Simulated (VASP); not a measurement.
# Zn (Im-3m) in VASP: settings compared

The runs below take Zn through single point, with PBE+D4, revPBE, BLYP, PBE.

Everything below comes from runs of VASP 6.6.1. Logs are shortened: lines on timing, memory, paths and dates and some standing lists are left out, and cuts for length are marked.

## (1) The cell of the first run

The structure is cubic, space group Im-3m (No. 229). Conventional cell: a = 3.081 Å, b = 3.081 Å, c = 3.081 Å, α = 90.00°, β = 90.00°, γ = 90.00°. Within 3.5 Å of Zn (site symmetry m-3m) lie 14 Zn at 2.67 to 3.08 Å.

## (2) Single point, PBE+D4

INCAR

```
ALGO     = Normal         # electronic algorithm
EDIFF    = 1E-7           # SCF threshold, eV
ENCUT    = 520            # plane-wave cutoff, eV
GGA      = PE             # functional
ISIF     = 2              # what is computed and relaxed
ISMEAR   = -1             # smearing method
IVDW     = 13             # dispersion correction
LASPH    = True           # aspherical terms in the spheres
LCHARG   = False          # write CHGCAR
LREAL    = False          # projectors in reciprocal space
LWAVE    = False          # write WAVECAR
NBANDS   = 12             # bands
NELM     = 80             # most SCF steps
PREC     = Accurate       # precision mode
SIGMA    = 0.05           # smearing width, eV
```

KPOINTS

```
k-points
0
Gamma
  12 12 12
```

POSCAR

```
Zn
1.0
   -1.5403738680      1.5403738680      1.5403738680
    1.5403738680     -1.5403738680      1.5403738680
    1.5403738680      1.5403738680     -1.5403738680
Zn
1
Direct
    0.0000000000      0.0000000000      0.0000000000
```

Potentials or basis: VASP PAW PBE potentials, release 64 (Zn).

Run with:

```bash
> cat potpaw_PBE.64/Zn/POTCAR > POTCAR
> mpirun -np 1 vasp_std > vasp.out
```

OUTCAR:

```text
EDIFF = 1E-7
   ENCUT = 520
   GGA = PE
   ISIF = 2
   ISMEAR = -1
   IVDW = 13
   LASPH = True
   LREAL = False
   NELM = 80
   PREC = Accurate

 ion  position               nearest neighbor table
   1  0.000  0.000  0.000-

  LATTYP: Found a body centered cubic cell.
 ALAT       =     3.0807477360

  Lattice vectors:

 A1 = (  -1.5403738680,   1.5403738680,   1.5403738680)
 A2 = (   1.5403738680,  -1.5403738680,   1.5403738680)
 A3 = (   1.5403738680,   1.5403738680,  -1.5403738680)

Analysis of symmetry for initial positions (statically):
=====================================================================
 Subroutine PRICEL returns:
 Original cell was already a primitive cell.

 Routine SETGRP: Setting up the symmetry group for a
 body centered cubic supercell.

 Subroutine GETGRP returns: Found 48 space group operations
 (whereof 48 operations were pure point group operations)
 out of a pool of 48 trial point group operations.

The static configuration has the point symmetry O_h .

Analysis of symmetry for dynamics (positions and initial velocities):
=====================================================================
 Subroutine PRICEL returns:
 Original cell was already a primitive cell.

 Routine SETGRP: Setting up the symmetry group for a
 body centered cubic supercell.

 Subroutine GETGRP returns: Found 48 space group operations
 (whereof 48 operations were pure point group operations)
 out of a pool of 48 trial point group operations.

The dynamic configuration has the point symmetry O_h .

 Subroutine INISYM returns: Found 48 space group operations
 (whereof 48 operations are pure point group operations),
 and found     1 'primitive' translations

----------------------------------------------------------------------------------------

                                     Primitive cell

  volume of cell :      14.6197

  direct lattice vectors                    reciprocal lattice vectors
    -1.540373868  1.540373868  1.540373868     0.000000000  0.324596522  0.324596522
     1.540373868 -1.540373868  1.540373868     0.324596522  0.000000000  0.324596522
     1.540373868  1.540373868 -1.540373868     0.324596522  0.324596522  0.000000000

  length of vectors
     2.668005802  2.668005802  2.668005802     0.459048804  0.459048804  0.459048804

  position of ions in fractional coordinates (direct lattice)
     0.000000000  0.000000000  0.000000000

  ion indices of the primitive-cell ions
   primitive index   ion index
                 1           1

----------------------------------------------------------------------------------------

 KPOINTS: k-points

Automatic generation of k-mesh.
 Grid dimensions read from file:
 generate k-points for:   12   12   12

 Generating k-lattice:

  Cartesian coordinates                     Fractional coordinates (reciprocal lattice)
     0.000000000  0.027049710  0.027049710     0.083333333  0.000000000  0.000000000
     0.027049710  0.000000000  0.027049710     0.000000000  0.083333333  0.000000000
     0.027049710  0.027049710  0.000000000     0.000000000  0.000000000  0.083333333

  Length of vectors
     0.038254067  0.038254067  0.038254067

  Shift w.r.t. Gamma in fractional coordinates (k-lattice)
     0.000000000  0.000000000  0.000000000

 Subroutine IBZKPT returns following result:
 ===========================================

 Found     72 irreducible k-points:

 Following reciprocal coordinates:
            Coordinates               Weight
  0.000000  0.000000  0.000000      1.000000
  0.083333  0.000000  0.000000     12.000000
  0.166667  0.000000  0.000000     12.000000
  0.250000  0.000000  0.000000     12.000000
  0.333333  0.000000  0.000000     12.000000
  0.416667  0.000000  0.000000     12.000000
[... 16 lines left out ...]
  0.333333  0.083333  0.083333     24.000000
  0.416667  0.083333  0.083333     12.000000
 [... further k-points ...]
   k-points           NKPTS =     72   k-points in BZ     NKDIM =     72   number of bands    NBANDS=     12
   number of dos      NEDOS =    301   number of ions     NIONS =      1
   total plane-waves  NPLWV =   8000
   dimension x,y,z NGX =    20 NGY =   20 NGZ =   20
   dimension x,y,z NGXF=    40 NGYF=   40 NGZF=   40
   ions per type =               1
   NGX,Y,Z   is equivalent  to a cutoff of  12.46, 12.46, 12.46 a.u.
   NGXF,Y,Z  is equivalent  to a cutoff of  24.92, 24.92, 24.92 a.u.
 SYSTEM =  unknown system
   PREC   = accura    normal or accurate (medium, high low for compatibility)
   ISTART =      0    job   : 0-new  1-cont  2-samecut
   ICHARG =      2    charge: 1-file 2-atom 10-const
   ISPIN  =      1    spin polarized calculation?
   LNONCOLLINEAR =      F non collinear calculations
   LSORBIT =      F    spin-orbit coupling
   LASPH  =      T    aspherical Exc in radial PAW
   ENCUT  =  520.0 eV  38.22 Ry    6.18 a.u.   4.96  4.96  4.96*2*pi/ulx,y,z
   NELM   =     80;   NELMIN=  2; NELMDL= -5     # of ELM steps
   EDIFF  = 0.1E-06   stopping-criterion for ELM
   LREAL  =      F    real-space projection
   EDIFFG = 0.1E-05   stopping-criterion for IOM
   NSW    =      0    number of steps for IOM
   IBRION =     -1    ionic relax: 0-MD 1-quasi-New 2-CG
   NFREE  =      0    steps in history (QN), initial steepest desc. (CG)
   ISIF   =      2    stress and relaxation
   ISYM   =      2    0-nonsym 1-usesym 2-fastsym
   POTIM  = 0.5000    time-step for ionic-motion
   TEBEG  =    0.0;   TEEND  =   0.0 temperature during run
   PSTRESS=    0.0 pullay stress
   NELECT =      12.0000    total number of electrons
   NUPDOWN=      -1.0000    fix difference up-down
   EMIN   =  10.00;   EMAX   =-10.00  energy-range for DOS
   EFERMI =   0.00;   METHOD = LEGACY
   ISMEAR =    -1;   SIGMA  =   0.05  broadening in eV -4-tet -1-fermi 0-gaus
   EFERMI_NEDOS =   21; number of points for ismear=-14 and -15
   IALGO  =     38    algorithm
   IMIX   =      4    mixing-type and parameters
     AMIX     =   0.40;   BMIX     =  1.00
     AMIX_MAG =   1.60;   BMIX_MAG =  1.00
  volume/ion in A,a.u.               =      14.62        98.66
  Fermi-wavevector in a.u.,A,eV,Ry     =   1.532813  2.896596 31.967092  2.349515
  Thomas-Fermi vector in A             =   2.639967
   LORBIT       =      0    0 simple, 1 ext, 2 COOP (PROOUT), +10 PAW based schemes
   GGA     = PE    functional components
   LHFCALC =     F    Hartree Fock is set to
   AEXX    =    0.0000 exact exchange contribution
   IVDW    =    13    specifies the selected vdW correction
   LEPSILON=     F    determine dielectric tensor
   LRPA    =     F    only Hartree local field effects (RPA)
 non-spin polarized calculation
  energy-cutoff  :      520.00
  volume of cell :       14.62
 maximum number of plane-waves:       420
   NGX =  9   NGY =  9   NGZ =  9

 number of electron      12.0000005 magnetization

 Free energy of the ion-electron system (eV)
  ---------------------------------------------------
  ext. energy  EPLUGINS =         0.00000000
  ---------------------------------------------------
  free energy    TOTEN  =        -1.00937455 eV

  energy without entropy =       -1.00546075  energy(sigma->0) =       -1.00741765

 E-fermi :   3.5049     XC(G=0): -11.7758

 val. band max:        3.5026707610   @ k =   0.4167   0.0833   0.0000
 cond. band min:       3.8431269090   @ k =  -0.4167  -0.4167   0.1667
 fundamental gap:      0.3404561480
 Fermi energy:         3.5048828013

 k-point     1 :       0.0000    0.0000    0.0000
  band No.  band energies     occupation
      1      -7.2975      2.00000
      2      -4.4273      2.00000
      3      -4.4273      2.00000
      4      -4.4273      2.00000
      5      -3.8798      2.00000
      6      -3.8798      2.00000
      7      23.3905      0.00000
      8      23.3905      0.00000
      9      23.3905      0.00000
     10      24.6938      0.00000
     11      24.6938      0.00000
     12      24.6938      0.00000

 k-point     2 :       0.0833    0.0000    0.0000
  band No.  band energies     occupation
      1      -7.0704      2.00000
      2      -4.4499      2.00000
      3      -4.4223      2.00000
      4      -4.3713      2.00000
      5      -3.9006      2.00000
      6      -3.8783      2.00000
      7      20.3458      0.00000
      8      21.8564      0.00000
      9      22.2846      0.00000
     10      23.3955      0.00000
     11      23.5179      0.00000
     12      24.5533      0.00000

 k-point     3 :       0.1667    0.0000    0.0000
  band No.  band energies     occupation
      1      -6.4172      2.00000
      2      -4.5114      2.00000
      3      -4.3956      2.00000
      4      -4.2149      2.00000
      5      -3.9405      2.00000
      6      -3.8737      2.00000
      7      15.9698      0.00000
      8      19.7109      0.00000
      9      20.3843      0.00000
     10      21.8728      0.00000
     11      22.5787      0.00000
     12      25.2525      0.00000
[... 286 lines left out ...]
 k-point    23 :       0.3333    0.0833    0.0833
  band No.  band energies     occupation
      1      -4.9820      2.00000
      2      -4.7383      2.00000
      3      -3.8998      2.00000
      4      -3.8696      2.00000
      5      -3.8452      2.00000
      6      -0.4833      2.00000
      7       5.1766      0.00000
      8      12.6363      0.00000
      9      13.2087      0.00000
     10      23.7323      0.00000
     11      24.6659      0.00000
     12      30.9088      0.00000

 k-point    24 :       0.4167    0.0833    0.0833
  band No.  band energies     occupation
      1      -5.0082      2.00000
      2      -4.7573      2.00000
      3      -3.8897      2.00000
      4      -3.8409      2.00000
      5      -3.7805      2.00000
      6       1.3519      2.00000
      7       2.8816      1.99999
      8      12.3771      0.00000
      9      12.9884      0.00000
     10      23.5380      0.00000
     11      24.5364      0.00000
     12      32.4691      0.00000

 [... further k-points ...]

------------------------ aborting loop because EDIFF is reached ----------------------------------------

  DFT-D4 for vdW energy calculation

  Edisp (eV):   -0.33145

  FORCE on cell =-STRESS in cart. coord.  units (eV):
  Direction    XX          YY          ZZ          XY          YZ          ZX
  --------------------------------------------------------------------------------------
  -------------------------------------------------------------------------------------
  Total       0.03109     0.03109     0.03109    -0.00000    -0.00000     0.00000
  in kB       3.40709     3.40709     3.40709    -0.00000    -0.00000     0.00000
  external pressure =        3.41 kB  Pullay stress =        0.00 kB

 VOLUME and BASIS-vectors are now :
 -----------------------------------------------------------------------------
  energy-cutoff  :      520.00
  volume of cell :       14.62
      direct lattice vectors                 reciprocal lattice vectors
    -1.540373868  1.540373868  1.540373868     0.000000000  0.324596522  0.324596522
     1.540373868 -1.540373868  1.540373868     0.324596522  0.000000000  0.324596522
     1.540373868  1.540373868 -1.540373868     0.324596522  0.324596522  0.000000000

 POSITION                                       TOTAL-FORCE (eV/Angst)
 -----------------------------------------------------------------------------------
      0.00000      0.00000      0.00000        -0.000000      0.000000     -0.000000
 -----------------------------------------------------------------------------------
    total drift:                                0.000000     -0.000000      0.000000

  FREE ENERGIE OF THE ION-ELECTRON SYSTEM (eV)
  ---------------------------------------------------
  free  energy   TOTEN  =        -1.3408213392 eV

  energy  without entropy=       -1.3369075369  energy(sigma->0) =       -1.33886444
```

It took 6.2 s on 1 thread of Intel Xeon 6975P-C (Granite Rapids), shared host; peak memory 0.12 GiB.

Results:

| Item | Value |
| --- | --- |
| Free energy | -1.3408 eV |
| Pressure | 0.3 GPa |
| Band gap on the k mesh | zero (band 6 reaches 7.77 eV, above the bottom of band 7 at 2.60 eV) |
| Dispersion energy per atom | -0.331 eV |

Levels at points of the mesh, in eV from the Fermi level:
| k point | band 3 | band 4 | band 5 | band 6 | band 7 | band 8 | band 9 | band 10 |
| --- | --- | --- | --- | --- | --- | --- | --- | --- |
| (0.00, 0.00, 0.00) | -7.93 | -7.93 | -7.38 | -7.38 | 19.89 | 19.89 | 19.89 | 21.19 |
| (0.50, 0.00, 0.00) | -7.41 | -7.35 | -7.02 | -2.89 | -0.91 | 11.73 | 13.03 | 15.72 |
| (0.50, 0.50, 0.50) | -7.11 | -7.11 | -7.11 | 4.27 | 4.27 | 4.27 | 8.10 | 8.74 |

Caveat: pairwise dispersion overbinds metals, which lowers pressure and volume.

[end of part 1 of 2]
